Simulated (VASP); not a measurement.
# WC (P6_3/mmc) in VASP: further runs

WC is run at these levels: PBE; tasks: single point, relaxation of cell and atoms.

Everything below comes from runs of VASP 6.6.1. Logs are shortened: lines on timing, memory, paths and dates and some standing lists are left out, and cuts for length are marked.

## 1. The cell of the first run

The structure is hexagonal, space group P6_3/mmc (No. 194). The conventional cell has a = 2.975 Å, b = 2.975 Å, c = 11.032 Å, α = 90.00°, β = 90.00°, γ = 120.00°. Within 2.9 Å of W (site symmetry 3m) lie 6 C at 2.18 to 2.22 Å and 1 W at 2.82 Å. Within 2.9 Å of C (site symmetry -3m) lie 6 W at 2.18 Å. Within 2.9 Å of C (site symmetry -6m2) lie 6 W at 2.22 Å.

## 2. Single point, PBE

Contents of INCAR:

```
PREC     = Accurate       # precision mode
ENCUT    = 520            # plane-wave cutoff, eV
EDIFF    = 1E-6           # SCF threshold, eV
ISMEAR   = 0              # smearing method
SIGMA    = 0.1            # smearing width, eV
LREAL    = F              # projectors in reciprocal space
LASPH    = T              # aspherical terms in the spheres
NELM     = 80             # most SCF steps
ALGO     = Normal         # electronic algorithm
ISIF     = 2              # what is computed and relaxed
LWAVE    = F              # write WAVECAR
LCHARG   = T              # write CHGCAR
GGA      = PE             # functional
LELF     = T              # ELF
LVHAR    = T            
NBANDS   = 46             # bands
```

Contents of KPOINTS:

```
Automatic mesh
0
Gamma
  12 12 4
```

Contents of POSCAR:

```
WC
1.0
    2.9754196809      0.0000000000      0.0000000000
   -1.4877098404      2.5767890306      0.0000000000
    0.0000000000      0.0000000000     11.0315750592
W C
4 4
Direct
    0.6666666667      0.3333333333      0.8778465779
    0.3333333333      0.6666666667      0.1221534221
    0.3333333333      0.6666666667      0.3778465779
    0.6666666667      0.3333333333      0.6221534221
    0.0000000000      0.0000000000      0.0000000000
    0.0000000000      0.0000000000      0.5000000000
    0.6666666667      0.3333333333      0.2500000000
    0.3333333333      0.6666666667      0.7500000000
```

Potentials or basis: VASP PAW PBE potentials, release 64 (W_sv, C).

Launch:

```bash
> cat potpaw_PBE.64/W_sv/POTCAR potpaw_PBE.64/C/POTCAR > POTCAR
> mpirun -np 1 vasp_std > vasp.out
```

OUTCAR:

```text
PREC = Accurate
   ENCUT = 520
   EDIFF = 1E-6
   ISMEAR = 0
   LREAL = F
   LASPH = T
   NELM = 80
   ISIF = 2
   GGA = PE

 ion  position               nearest neighbor table
   1  0.667  0.333  0.878-   5 2.18   5 2.18   5 2.18   8 2.22   8 2.22   8 2.22   4 2.82   2 3.20
                             2 3.20   2 3.20
   2  0.333  0.667  0.122-   5 2.18   5 2.18   5 2.18   7 2.22   7 2.22   7 2.22   3 2.82   1 3.20
                             1 3.20   1 3.20
   3  0.333  0.667  0.378-   6 2.18   6 2.18   6 2.18   7 2.22   7 2.22   7 2.22   2 2.82   4 3.20
                             4 3.20   4 3.20
   4  0.667  0.333  0.622-   6 2.18   6 2.18   6 2.18   8 2.22   8 2.22   8 2.22   1 2.82   3 3.20
                             3 3.20   3 3.20
   5  0.000  0.000  0.000-   1 2.18   2 2.18   2 2.18   1 2.18   1 2.18   2 2.18
   6  0.000  0.000  0.500-   3 2.18   4 2.18   3 2.18   4 2.18   4 2.18   3 2.18
   7  0.667  0.333  0.250-   2 2.22   3 2.22   2 2.22   3 2.22   2 2.22   3 2.22
   8  0.333  0.667  0.750-   1 2.22   4 2.22   1 2.22   4 2.22   1 2.22   4 2.22

  LATTYP: Found a hexagonal cell.
 ALAT       =     2.9754196809
 C/A-ratio  =     3.7075694330

  Lattice vectors:

 A1 = (   2.9754196809,   0.0000000000,   0.0000000000)
 A2 = (  -1.4877098404,   2.5767890306,   0.0000000000)
 A3 = (   0.0000000000,   0.0000000000,  11.0315750592)

Analysis of symmetry for initial positions (statically):
=====================================================================
 Subroutine PRICEL returns:
 Original cell was already a primitive cell.

 Routine SETGRP: Setting up the symmetry group for a
 hexagonal supercell.

 Subroutine GETGRP returns: Found 24 space group operations
 (whereof 12 operations were pure point group operations)
 out of a pool of 24 trial point group operations.

The static configuration has the point symmetry D_3d.
 The point group associated with its full space group is D_6h.

Analysis of symmetry for dynamics (positions and initial velocities):
=====================================================================
 Subroutine PRICEL returns:
 Original cell was already a primitive cell.

 Routine SETGRP: Setting up the symmetry group for a
 hexagonal supercell.

 Subroutine GETGRP returns: Found 24 space group operations
 (whereof 12 operations were pure point group operations)
 out of a pool of 24 trial point group operations.

The dynamic configuration has the point symmetry D_3d.
 The point group associated with its full space group is D_6h.

 Subroutine INISYM returns: Found 24 space group operations
 (whereof 12 operations are pure point group operations),
 and found     1 'primitive' translations

[... 111 lines left out ...]
   NFREE  =      0    steps in history (QN), initial steepest desc. (CG)
   ISIF   =      2    stress and relaxation
   ISYM   =      2    0-nonsym 1-usesym 2-fastsym
   POTIM  = 0.5000    time-step for ionic-motion
   TEBEG  =    0.0;   TEEND  =   0.0 temperature during run
   PSTRESS=    0.0 pullay stress
   NELECT =      72.0000    total number of electrons
   NUPDOWN=      -1.0000    fix difference up-down
   EMIN   =  10.00;   EMAX   =-10.00  energy-range for DOS
   EFERMI =   0.00;   METHOD = LEGACY
   ISMEAR =     0;   SIGMA  =   0.10  broadening in eV -4-tet -1-fermi 0-gaus
   EFERMI_NEDOS =   21; number of points for ismear=-14 and -15
   IALGO  =     38    algorithm
   IMIX   =      4    mixing-type and parameters
     AMIX     =   0.40;   BMIX     =  1.00
     AMIX_MAG =   1.60;   BMIX_MAG =  1.00
  volume/ion in A,a.u.               =      10.57        71.35
  Fermi-wavevector in a.u.,A,eV,Ry     =   1.551544  2.931993 32.753156  2.407289
  Thomas-Fermi vector in A             =   2.656048
   LORBIT       =      0    0 simple, 1 ext, 2 COOP (PROOUT), +10 PAW based schemes
   GGA     = PE    functional components
   LHFCALC =     F    Hartree Fock is set to
   AEXX    =    0.0000 exact exchange contribution
   IVDW    =     0    specifies the selected vdW correction
   LEPSILON=     F    determine dielectric tensor
   LRPA    =     F    only Hartree local field effects (RPA)
 non-spin polarized calculation
 Gauss-broadening in eV      SIGMA  =   0.10
  energy-cutoff  :      520.00
  volume of cell :       84.58
 maximum number of plane-waves:      2334
 NGX is ok and might be reduce to    24
   NGX = 11   NGY = 11   NGZ = 41

 number of electron      71.9999999 magnetization

 Free energy of the ion-electron system (eV)
  ---------------------------------------------------
  ext. energy  EPLUGINS =         0.00000000
  ---------------------------------------------------
  free energy    TOTEN  =       -87.20021117 eV

  energy without entropy =      -87.18105127  energy(sigma->0) =      -87.19063122

 E-fermi :  11.7267     XC(G=0): -13.6910

 val. band max:       11.7208486498   @ k =   0.3333   0.0000   0.2500
 cond. band min:      11.7308288896   @ k =   0.1667   0.0833   0.0000
 fundamental gap:      0.0099802398
 Fermi energy:        11.7267253562

 k-point     1 :       0.0000    0.0000    0.0000
  band No.  band energies     occupation
      1     -63.0791      2.00000
      2     -63.0667      2.00000
      3     -63.0578      2.00000
      4     -63.0454      2.00000
      5     -27.6772      2.00000
      6     -27.4361      2.00000
[... 1165 lines left out ...]
     45      14.9337      0.00000
     46      16.3827      0.00000

 [... further k-points ...]
[... 5 lines left out ...]
  --------------------------------------------------------------------------------------
  -------------------------------------------------------------------------------------
  Total        0.5193561      0.5193561      0.4652685      0.0000000     -0.0000000      0.0000000
  in kB        9.8381001      9.8381001      8.8135240      0.0000000     -0.0000000      0.0000000
  external PRESSURE =       9.4965748 kB  Pullay stress =       0.0000000 kB

 VOLUME and BASIS-vectors are now :
 -----------------------------------------------------------------------------
  energy-cutoff  :      520.00
  volume of cell :       84.58
      direct lattice vectors                 reciprocal lattice vectors
     2.975419681  0.000000000  0.000000000     0.336087042  0.194039944  0.000000000
    -1.487709840  2.576789031  0.000000000     0.000000000  0.388079889  0.000000000
     0.000000000  0.000000000 11.031575059     0.000000000  0.000000000  0.090648887

 POSITION                                       TOTAL-FORCE (eV/Angst)
 -----------------------------------------------------------------------------------
      1.48771      0.85893      9.68403         0.000000     -0.000000     -0.000083
     -0.00000      1.71786      1.34754        -0.000000      0.000000      0.000083
     -0.00000      1.71786      4.16824        -0.000000      0.000000     -0.000083
      1.48771      0.85893      6.86333         0.000000      0.000000      0.000083
      0.00000      0.00000      0.00000         0.000000      0.000000      0.000000
      0.00000      0.00000      5.51579         0.000000      0.000000      0.000000
      1.48771      0.85893      2.75789         0.000000     -0.000000      0.000000
     -0.00000      1.71786      8.27368        -0.000000      0.000000      0.000000
 -----------------------------------------------------------------------------------
    total drift:                                0.000000     -0.000000      0.000000

  FREE ENERGIE OF THE ION-ELECTRON SYSTEM (eV)
  ---------------------------------------------------
  free  energy   TOTEN  =       -87.2002111653 eV

  energy  without entropy=      -87.1810512698  energy(sigma->0) =      -87.19063122
```

Run time: 2.3 min. Hardware: 1 thread of AMD EPYC 9R45 (Zen 5), shared host; peak memory 0.28 GiB.

Results:

```yaml
Free_energy: -87.2002 eV
Pressure: 0.9 GPa
Band_gap_on_the_k_mesh: zero (band 36 reaches 12.24 eV, above the bottom of band 37 at 10.92 eV)
```

Stress tensor (GPa, compression positive):
```
0.98 0.00 0.00
0.00 0.98 0.00
0.00 0.00 0.88
```

Levels at points of the mesh, in eV from the Fermi level:
| k point | band 33 | band 34 | band 35 | band 36 | band 37 | band 38 | band 39 | band 40 |
| --- | --- | --- | --- | --- | --- | --- | --- | --- |
| (0.00, 0.00, 0.00) | -1.25 | -1.12 | -1.12 | -0.03 | -0.01 | -0.01 | 0.07 | 0.07 |
| (0.50, 0.00, 0.00) | -2.79 | -1.59 | -1.32 | 0.03 | 1.45 | 2.65 | 2.87 | 2.95 |
| (0.00, 0.00, 0.50) | -0.81 | -0.81 | -0.80 | -0.80 | -0.80 | -0.80 | 0.67 | 0.67 |
| (0.50, 0.00, 0.50) | -2.48 | -2.48 | -0.78 | -0.78 | 2.69 | 2.69 | 2.94 | 2.94 |

Caveat: spin-orbit coupling is left out, which moves the levels of the heavy elements.

## 3. Relaxation of cell and atoms, PBE

This run uses another cell than the first one, of 15.51 Å³/atom, 1.467 times its volume.

Contents of INCAR:

```
SYSTEM = WC
PREC = Accurate ; ENCUT = 600
EDIFF = 1E-6 ; ISMEAR = 0
SIGMA = 0.1 ; LREAL = .False.
LASPH = .True. ; NELM = 100
ALGO = Normal ; ISIF = 3
LWAVE = .False. ; LCHARG = .False.
GGA = PE ; IBRION = 2
NSW = 90 ; EDIFFG = -0.04
```

Contents of KPOINTS:

```
Automatic mesh
0
Gamma
  6 6 2
  0 0 0
```

Contents of POSCAR:

```
WC
1.0
    3.3438990000      0.0000000000      0.0000000000
   -1.6719495000      2.8959014800      0.0000000000
    0.0000000000      0.0000000000     12.8147802400
W C
4 4
Direct
    0.6666666700      0.3333333300      0.8771510100
    0.3333333300      0.6666666700      0.1228489900
    0.3333333300      0.6666666700      0.3771510100
    0.6666666700      0.3333333300      0.6228489900
    0.0000000000      0.0000000000      0.0000000000
    0.0000000000      0.0000000000      0.5000000000
    0.6666666700      0.3333333300      0.2500000000
    0.3333333300      0.6666666700      0.7500000000
```

Potentials or basis: VASP PAW PBE potentials, release 64 (W_sv, C).

Launch:

```bash
> cat potpaw_PBE.64/W_sv/POTCAR potpaw_PBE.64/C/POTCAR > POTCAR
> mpirun -np 1 vasp_std > vasp.out
```

It took 7.5 min on 1 thread of AMD EPYC 9R45 (Zen 5), shared host; peak memory 0.3 GiB.

Results (log left out):

```
Free energy                            : -87.2222 eV
Relaxed volume                         : 10.60 Å³/atom
Relaxed cell                           : a = 2.973 Å, b = 2.973 Å, c = 11.079 Å, α = 90.00°, β = 90.00°, γ = 120.00°
Space group after relaxing (to 0.05 Å) : P6_3/mmc (No. 194)
Energy gained by relaxing              : 1333.7 meV/atom
Ionic steps                            : 10
Pressure after relaxing                : 0.0 GPa
Largest force after relaxing           : 0.025 eV/Å
Band gap on the k mesh                 : zero (band 36 reaches 12.22 eV, above the bottom of band 37 at 10.93 eV)
```

Forces in eV/Å, atoms in the order of the input:
```
W    0.000  0.000 -0.025
W    0.000  0.000  0.025
W    0.000  0.000 -0.025
W    0.000  0.000  0.025
C    0.000  0.000  0.000
C    0.000  0.000  0.000
C    0.000  0.000  0.000
C    0.000  0.000  0.000
```

Stress tensor (GPa, compression positive):
```
 0.11  0.00  0.00
 0.00  0.11  0.00
 0.00  0.00 -0.33
```

Step by step:
```tsv
step	energy change (eV)	largest force (eV/Å)	pressure (GPa)	volume (Å³)
1	0.0000	0.3950	-60.38	124.09
2	49.7030	8.0169	831.48	45.83
3	-5.9546	0.4625	-52.53	107.64
4	-8.8790	0.3794	-38.74	97.65
5	-10.4476	0.1244	19.16	80.92
6	-10.6604	0.0872	-3.39	85.56
7	-10.6692	0.0578	-0.19	84.81
8	-10.6636	0.0294	2.90	84.12
9	-10.6431	0.0181	-5.90	86.19
10	-10.6695	0.0252	-0.04	84.78
```

Final structure:
```
CELL_PARAMETERS angstrom
2.97255 0.00000 0.00000
-1.48627 2.57430 0.00000
0.00000 0.00000 11.07890
ATOMIC_POSITIONS crystal
W 0.66667 0.33333 0.87703
W 0.33333 0.66667 0.12297
W 0.33333 0.66667 0.37703
W 0.66667 0.33333 0.62297
C 0.00000 0.00000 0.00000
C 0.00000 0.00000 0.50000
C 0.66667 0.33333 0.25000
C 0.33333 0.66667 0.75000
```

Levels at points of the mesh, in eV from the Fermi level:
| k point | band 33 | band 34 | band 35 | band 36 | band 37 | band 38 | band 39 | band 40 |
| --- | --- | --- | --- | --- | --- | --- | --- | --- |
| (0.00, 0.00, 0.00) | -1.27 | -1.07 | -1.07 | -0.13 | -0.01 | -0.01 | 0.06 | 0.06 |
| (0.50, 0.00, 0.00) | -2.76 | -1.68 | -1.30 | -0.08 | 1.44 | 2.68 | 2.92 | 2.96 |
| (0.00, 0.00, 0.50) | -0.84 | -0.84 | -0.76 | -0.76 | -0.76 | -0.76 | 0.66 | 0.66 |
| (0.50, 0.00, 0.50) | -2.46 | -2.46 | -0.87 | -0.87 | 2.73 | 2.73 | 2.92 | 2.92 |

Caveat: the k points lie up to 0.41 Å⁻¹ apart in the final cell; the volume moved by over 15 % at a fixed basis, so the end points are rough; spin-orbit coupling is left out, which moves the levels of the heavy elements.
